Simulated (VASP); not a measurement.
# Ge (P6_3/mmc) in VASP: a series of runs

The runs below take Ge through single point, with PBE.

Program: VASP 6.6.1. These are calculated values, not measurements. Logs are shortened: lines on timing, memory, paths and dates and some standing lists are left out, and cuts for length are marked.

## (1) The cell of the first run

The structure is hexagonal, space group P6_3/mmc (No. 194). The conventional cell has a = 4.119 Å, b = 4.119 Å, c = 6.693 Å, α = 90.00°, β = 90.00°, γ = 120.00°. Ge (site symmetry 3m) has 4 Ge at 2.51 to 2.52 Å within 3.3 Å.

This isn't the form of Ge at room conditions, which is diamond.

## (2) Single point, PBE (strain +0.015 along x and y, +0.000 along z)

The input, INCAR:

```
SYSTEM = Ge
ALGO     = Normal         ! electronic algorithm
EDIFF    = 1E-7           ! SCF threshold, eV
ENCUT    = 520            ! plane-wave cutoff, eV
GGA      = PE             ! functional
ISIF     = 2              ! what is computed and relaxed
ISMEAR   = 0              ! smearing method
LASPH    = .TRUE.         ! aspherical terms in the spheres
LCHARG   = .FALSE.        ! write CHGCAR
LREAL    = .FALSE.        ! projectors in reciprocal space
LWAVE    = .FALSE.        ! write WAVECAR
NBANDS   = 36             ! bands
NELM     = 100            ! most SCF steps
PREC     = Accurate       ! precision mode
SIGMA    = 0.15           ! smearing width, eV
```

The input, KPOINTS:

```
k-points
0
G
  12 12 8
  0 0 0
```

The input, POSCAR:

```
Ge
1.0
    4.1190290583      0.0000000000      0.0000000000
   -2.0595145292      3.5671838034      0.0000000000
    0.0000000000      0.0000000000      6.6925281924
Ge
4
Direct
    0.6666666667      0.3333333333      0.0627911807
    0.3333333333      0.6666666667      0.5627911807
    0.6666666667      0.3333333333      0.4372088193
    0.3333333333      0.6666666667      0.9372088193
```

Potentials or basis: VASP PAW PBE potentials, release 64 (Ge_d).

Launch:

```sh
$ cat potpaw_PBE.64/Ge_d/POTCAR > POTCAR
$ mpirun -np 1 vasp_std > vasp.out
```

OUTCAR:

```text
SYSTEM = Ge
   EDIFF = 1E-7
   ENCUT = 520
   GGA = PE
   ISIF = 2
   ISMEAR = 0
   LASPH = .TRUE.
   LREAL = .FALSE.
   NELM = 100
   PREC = Accurate

 ion  position               nearest neighbor table
   1  0.667  0.333  0.063-   3 2.51   4 2.52   4 2.52   4 2.52
   2  0.333  0.667  0.563-   4 2.51   3 2.52   3 2.52   3 2.52
   3  0.667  0.333  0.437-   1 2.51   2 2.52   2 2.52   2 2.52
   4  0.333  0.667  0.937-   2 2.51   1 2.52   1 2.52   1 2.52

  LATTYP: Found a hexagonal cell.
 ALAT       =     4.1190290583
 C/A-ratio  =     1.6247829519

  Lattice vectors:

 A1 = (   4.1190290583,   0.0000000000,   0.0000000000)
 A2 = (  -2.0595145292,   3.5671838034,   0.0000000000)
 A3 = (   0.0000000000,   0.0000000000,   6.6925281924)

Analysis of symmetry for initial positions (statically):
=====================================================================
 Subroutine PRICEL returns:
 Original cell was already a primitive cell.

 Routine SETGRP: Setting up the symmetry group for a
 hexagonal supercell.

 Subroutine GETGRP returns: Found 24 space group operations
 (whereof 12 operations were pure point group operations)
 out of a pool of 24 trial point group operations.

The static configuration has the point symmetry D_3d.
 The point group associated with its full space group is D_6h.

Analysis of symmetry for dynamics (positions and initial velocities):
=====================================================================
 Subroutine PRICEL returns:
 Original cell was already a primitive cell.

 Routine SETGRP: Setting up the symmetry group for a
 hexagonal supercell.

 Subroutine GETGRP returns: Found 24 space group operations
 (whereof 12 operations were pure point group operations)
 out of a pool of 24 trial point group operations.

The dynamic configuration has the point symmetry D_3d.
 The point group associated with its full space group is D_6h.

 Subroutine INISYM returns: Found 24 space group operations
 (whereof 12 operations are pure point group operations),
 and found     1 'primitive' translations

----------------------------------------------------------------------------------------

                                     Primitive cell

  volume of cell :      98.3356

  direct lattice vectors                    reciprocal lattice vectors
     4.119029058  0.000000000  0.000000000     0.242775660  0.140166593  0.000000000
    -2.059514529  3.567183803  0.000000000     0.000000000  0.280333186  0.000000000
     0.000000000  0.000000000  6.692528192     0.000000000  0.000000000  0.149420364

  length of vectors
     4.119029058  4.119029058  6.692528192     0.280333186  0.280333186  0.149420364

  position of ions in fractional coordinates (direct lattice)
     0.666666667  0.333333333  0.062791181
     0.333333333  0.666666667  0.562791181
     0.666666667  0.333333333  0.437208819
     0.333333333  0.666666667  0.937208819

  ion indices of the primitive-cell ions
   primitive index   ion index
                 1           1
                 2           2
                 3           3
                 4           4

----------------------------------------------------------------------------------------

 KPOINTS: k-points

Automatic generation of k-mesh.
 Grid dimensions read from file:
 generate k-points for:   12   12    8

 Generating k-lattice:

  Cartesian coordinates                     Fractional coordinates (reciprocal lattice)
     0.020231305  0.011680549  0.000000000     0.083333333  0.000000000  0.000000000
     0.000000000  0.023361099  0.000000000     0.000000000  0.083333333  0.000000000
     0.000000000  0.000000000  0.018677546     0.000000000  0.000000000  0.125000000

  Length of vectors
     0.023361099  0.023361099  0.018677546

  Shift w.r.t. Gamma in fractional coordinates (k-lattice)
     0.000000000  0.000000000  0.000000000

 Subroutine IBZKPT returns following result:
 ===========================================

 Found     95 irreducible k-points:

 Following reciprocal coordinates:
            Coordinates               Weight
  0.000000  0.000000  0.000000      1.000000
  0.083333  0.000000  0.000000      6.000000
  0.166667  0.000000  0.000000      6.000000
  0.250000  0.000000  0.000000      6.000000
  0.333333  0.000000  0.000000      6.000000
  0.416667  0.000000  0.000000      6.000000
[... 16 lines left out ...]
  0.250000  0.000000  0.125000     12.000000
  0.333333  0.000000  0.125000     12.000000
 [... further k-points ...]
   k-points           NKPTS =     95   k-points in BZ     NKDIM =     95   number of bands    NBANDS=     36
   number of dos      NEDOS =    301   number of ions     NIONS =      4
   total plane-waves  NPLWV =  51200
   dimension x,y,z NGX =    32 NGY =   32 NGZ =   50
   dimension x,y,z NGXF=    64 NGYF=   64 NGZF=  100
   ions per type =               4
   NGX,Y,Z   is equivalent  to a cutoff of  12.92, 12.92, 12.42 a.u.
   NGXF,Y,Z  is equivalent  to a cutoff of  25.83, 25.83, 24.84 a.u.
 SYSTEM =  Ge
   PREC   = accura    normal or accurate (medium, high low for compatibility)
   ISTART =      0    job   : 0-new  1-cont  2-samecut
   ICHARG =      2    charge: 1-file 2-atom 10-const
   ISPIN  =      1    spin polarized calculation?
   LNONCOLLINEAR =      F non collinear calculations
   LSORBIT =      F    spin-orbit coupling
   LASPH  =      T    aspherical Exc in radial PAW
   ENCUT  =  520.0 eV  38.22 Ry    6.18 a.u.   7.66  7.66 12.44*2*pi/ulx,y,z
   NELM   =    100;   NELMIN=  2; NELMDL= -5     # of ELM steps
   EDIFF  = 0.1E-06   stopping-criterion for ELM
   LREAL  =      F    real-space projection
   EDIFFG = 0.1E-05   stopping-criterion for IOM
   NSW    =      0    number of steps for IOM
   IBRION =     -1    ionic relax: 0-MD 1-quasi-New 2-CG
   NFREE  =      0    steps in history (QN), initial steepest desc. (CG)
   ISIF   =      2    stress and relaxation
   ISYM   =      2    0-nonsym 1-usesym 2-fastsym
   POTIM  = 0.5000    time-step for ionic-motion
   TEBEG  =    0.0;   TEEND  =   0.0 temperature during run
   PSTRESS=    0.0 pullay stress
   NELECT =      56.0000    total number of electrons
   NUPDOWN=      -1.0000    fix difference up-down
   EMIN   =  10.00;   EMAX   =-10.00  energy-range for DOS
   EFERMI =   0.00;   METHOD = LEGACY
   ISMEAR =     0;   SIGMA  =   0.15  broadening in eV -4-tet -1-fermi 0-gaus
   EFERMI_NEDOS =   21; number of points for ismear=-14 and -15
   IALGO  =     38    algorithm
   IMIX   =      4    mixing-type and parameters
     AMIX     =   0.40;   BMIX     =  1.00
     AMIX_MAG =   1.60;   BMIX_MAG =  1.00
  volume/ion in A,a.u.               =      24.58       165.90
  Fermi-wavevector in a.u.,A,eV,Ry     =   1.356961  2.564284 25.052990  1.841343
  Thomas-Fermi vector in A             =   2.483920
   LORBIT       =      0    0 simple, 1 ext, 2 COOP (PROOUT), +10 PAW based schemes
   GGA     = PE    functional components
   LHFCALC =     F    Hartree Fock is set to
   AEXX    =    0.0000 exact exchange contribution
   IVDW    =     0    specifies the selected vdW correction
   LEPSILON=     F    determine dielectric tensor
   LRPA    =     F    only Hartree local field effects (RPA)
 non-spin polarized calculation
 Gauss-broadening in eV      SIGMA  =   0.15
  energy-cutoff  :      520.00
  volume of cell :       98.34
 maximum number of plane-waves:      2677
 NGX is ok and might be reduce to    32
   NGX = 15   NGY = 15   NGZ = 25

 number of electron      56.0000030 magnetization

 Free energy of the ion-electron system (eV)
  ---------------------------------------------------
  ext. energy  EPLUGINS =         0.00000000
  ---------------------------------------------------
  free energy    TOTEN  =       -17.98148492 eV

  energy without entropy =      -17.98005028  energy(sigma->0) =      -17.98076760

 E-fermi :   4.2811     XC(G=0):  -9.5331

 val. band max:        4.2766822356   @ k =   0.0000   0.0000   0.1250
 cond. band min:       4.3309507716   @ k =   0.0000   0.0000   0.3750
 fundamental gap:      0.0542685359
 Fermi energy:         4.2810528958

 k-point     1 :       0.0000    0.0000    0.0000
  band No.  band energies     occupation
      1     -20.5200      2.00000
      2     -20.5200      2.00000
      3     -20.5002      2.00000
      4     -20.4869      2.00000
      5     -20.4869      2.00000
      6     -20.4856      2.00000
[... 28 lines left out ...]
     35       8.6791      0.00000
     36      10.2630      0.00000

 k-point     2 :       0.0833    0.0000    0.0000
  band No.  band energies     occupation
      1     -20.5249      2.00000
      2     -20.5213      2.00000
      3     -20.5030      2.00000
      4     -20.4891      2.00000
      5     -20.4869      2.00000
      6     -20.4798      2.00000
[... 28 lines left out ...]
     35       8.9589      0.00000
     36      10.6366      0.00000

 k-point     3 :       0.1667    0.0000    0.0000
  band No.  band energies     occupation
      1     -20.5327      2.00000
      2     -20.5240      2.00000
      3     -20.5091      2.00000
      4     -20.4940      2.00000
      5     -20.4863      2.00000
      6     -20.4711      2.00000
[... 28 lines left out ...]
     35       9.6930      0.00000
     36      10.0803      0.00000

 k-point     4 :       0.2500    0.0000    0.0000
  band No.  band energies     occupation
      1     -20.5383      2.00000
      2     -20.5264      2.00000
      3     -20.5160      2.00000
      4     -20.4991      2.00000
      5     -20.4836      2.00000
      6     -20.4642      2.00000
[... 28 lines left out ...]
     35      10.1594      0.00000
     36      10.6959      0.00000

 k-point     5 :       0.3333    0.0000    0.0000
  band No.  band energies     occupation
      1     -20.5403      2.00000
      2     -20.5279      2.00000
      3     -20.5227      2.00000
      4     -20.5029      2.00000
      5     -20.4784      2.00000
      6     -20.4591      2.00000
[... 655 lines left out ...]
 k-point    22 :       0.1667    0.0000    0.1250
  band No.  band energies     occupation
      1     -20.5315      2.00000
      2     -20.5231      2.00000
      3     -20.5081      2.00000
      4     -20.4958      2.00000
      5     -20.4885      2.00000
      6     -20.4715      2.00000
[... 28 lines left out ...]
     35       9.5765      0.00000
     36      10.3103      0.00000

 k-point    23 :       0.2500    0.0000    0.1250
  band No.  band energies     occupation
      1     -20.5368      2.00000
      2     -20.5256      2.00000
      3     -20.5149      2.00000
      4     -20.5005      2.00000
      5     -20.4856      2.00000
      6     -20.4645      2.00000
[... 28 lines left out ...]
     35      10.1845      0.00000
     36      10.5611      0.00000

 k-point    24 :       0.3333    0.0000    0.1250
  band No.  band energies     occupation
      1     -20.5388      2.00000
      2     -20.5271      2.00000
      3     -20.5214      2.00000
      4     -20.5042      2.00000
      5     -20.4801      2.00000
      6     -20.4593      2.00000
[... 28 lines left out ...]
     35      10.8232      0.00000
     36      11.6155      0.00000

 [... further k-points ...]
[... 5 lines left out ...]
  --------------------------------------------------------------------------------------
  -------------------------------------------------------------------------------------
  Total       -1.4609630     -1.4609630     -0.1257384      0.0000000      0.0000000      0.0000000
  in kB      -23.8034145    -23.8034145     -2.0486509      0.0000000      0.0000000      0.0000000
  external PRESSURE =     -16.5518267 kB  Pullay stress =       0.0000000 kB

 VOLUME and BASIS-vectors are now :
 -----------------------------------------------------------------------------
  energy-cutoff  :      520.00
  volume of cell :       98.34
      direct lattice vectors                 reciprocal lattice vectors
     4.119029058  0.000000000  0.000000000     0.242775660  0.140166593  0.000000000
    -2.059514529  3.567183803  0.000000000     0.000000000  0.280333186  0.000000000
     0.000000000  0.000000000  6.692528192     0.000000000  0.000000000  0.149420364

 POSITION                                       TOTAL-FORCE (eV/Angst)
 -----------------------------------------------------------------------------------
      2.05951      1.18906      0.42023         0.000000     -0.000000     -0.123681
     -0.00000      2.37812      3.76650         0.000000      0.000000     -0.123681
      2.05951      1.18906      2.92603         0.000000      0.000000      0.123681
     -0.00000      2.37812      6.27230        -0.000000     -0.000000      0.123681
 -----------------------------------------------------------------------------------
    total drift:                               -0.000000      0.000000     -0.000000

  FREE ENERGIE OF THE ION-ELECTRON SYSTEM (eV)
  ---------------------------------------------------
  free  energy   TOTEN  =       -17.9814849223 eV

  energy  without entropy=      -17.9800502774  energy(sigma->0) =      -17.98076760
```

Wall time 5.6 min (1 thread of Intel Xeon 8259CL, shared host); peak memory 0.37 GiB.

Results:

| Item | Value |
| --- | --- |
| Free energy | -17.9815 eV |
| Pressure | -1.7 GPa |
| Largest force | 0.124 eV/Å |
| Band gap on the k mesh | zero (bands 28 and 29 overlap by 0.19 eV) |

Forces in eV/Å, atoms in the order of the input:
```
Ge   0.000  0.000 -0.124
Ge   0.000  0.000 -0.124
Ge   0.000  0.000  0.124
Ge   0.000  0.000  0.124
```

Stress tensor (GPa, compression positive):
```
-2.38  0.00  0.00
 0.00 -2.38  0.00
 0.00  0.00 -0.20
```

Levels at points of the mesh, in eV from the Fermi level:
```csv
k point,band 24,band 25,band 26,band 27,band 28,band 29,band 30,band 31,band 32,band 33
"(0.00, 0.00, 0.00)",-1.44,-1.44,-0.65,-0.40,-0.14,0.10,0.10,2.17,2.17,2.83
"(0.50, 0.00, 0.00)",-6.53,-4.23,-2.87,-2.58,-1.31,0.54,1.47,3.59,3.60,4.33
"(0.00, 0.00, 0.50)",-4.71,-0.84,-0.84,-0.84,-0.84,0.37,0.37,3.25,3.25,3.25
"(0.50, 0.00, 0.50)",-7.59,-2.33,-2.33,-2.24,-2.24,0.49,0.49,2.20,2.20,5.88
```

Caveat: the cell differs from its parent crystal (strain +0.015 along x and y, +0.000 along z); semilocal functionals underestimate gaps, so a narrow gap can read as zero.

## (3) Single point, PBE (strain +0.030 along x and y, -0.015 along z)

The input, INCAR:

```
  ALGO = Normal
  EDIFF = 1E-6
  ENCUT = 520
  GGA = PE
  ISIF = 2
  ISMEAR = 0
  LASPH = True
  LCHARG = True
  LELF = True
  LREAL = False
  LVHAR = True
  LWAVE = False
  NBANDS = 36
  NELM = 60
  PREC = Accurate
  SIGMA = 0.15
```

The input, KPOINTS:

```
k-points
0
Gamma
  12 12 8
```

The input, POSCAR:

```
Ge
1.0
    4.1799014089      0.0000000000      0.0000000000
   -2.0899507045      3.6199008054      0.0000000000
    0.0000000000      0.0000000000      6.5921402695
Ge
4
Direct
    0.6666666667      0.3333333333      0.0627911807
    0.3333333333      0.6666666667      0.5627911807
    0.6666666667      0.3333333333      0.4372088193
    0.3333333333      0.6666666667      0.9372088193
```

Potentials or basis: VASP PAW PBE potentials, release 64 (Ge_d).

Launch:

```sh
$ cat potpaw_PBE.64/Ge_d/POTCAR > POTCAR
$ mpirun -np 1 vasp_std > vasp.out
```

Run time: 5.4 min. Hardware: 1 thread of Intel Xeon 8259CL, shared host; peak memory 0.37 GiB.

Results (log left out):

| Property | Result |
| --- | --- |
| Free energy | -17.9114 eV |
| Pressure | -2.1 GPa |
| Largest force | 0.373 eV/Å |
| Band gap on the k mesh | zero (bands 28 and 29 overlap by 0.27 eV) |

Forces on the atoms (eV/Å):
```
Ge   0.000  0.000 -0.373
Ge   0.000  0.000 -0.373
Ge   0.000  0.000  0.373
Ge   0.000  0.000  0.373
```

Stress tensor (GPa, compression positive):
```
-4.31  0.00  0.00
 0.00 -4.31  0.00
 0.00  0.00  2.21
```

Levels at points of the mesh, in eV from the Fermi level:
```
           k point  band 26  band 27  band 28  band 29  band 30  band 31
(0.00, 0.00, 0.00)    -0.74    -0.64    -0.13     0.14     0.14     2.04
(0.50, 0.00, 0.00)    -2.89    -2.56    -1.20     0.45     1.55     3.49
(0.00, 0.00, 0.50)    -0.90    -0.90    -0.90     0.23     0.23     3.19
(0.50, 0.00, 0.50)    -2.22    -2.20    -2.20     0.52     0.52     2.31
```

Caveat: the cell differs from its parent crystal (strain +0.030 along x and y, -0.015 along z); semilocal functionals underestimate gaps, so a narrow gap can read as zero.

(Part 1 of 2 ends here.)
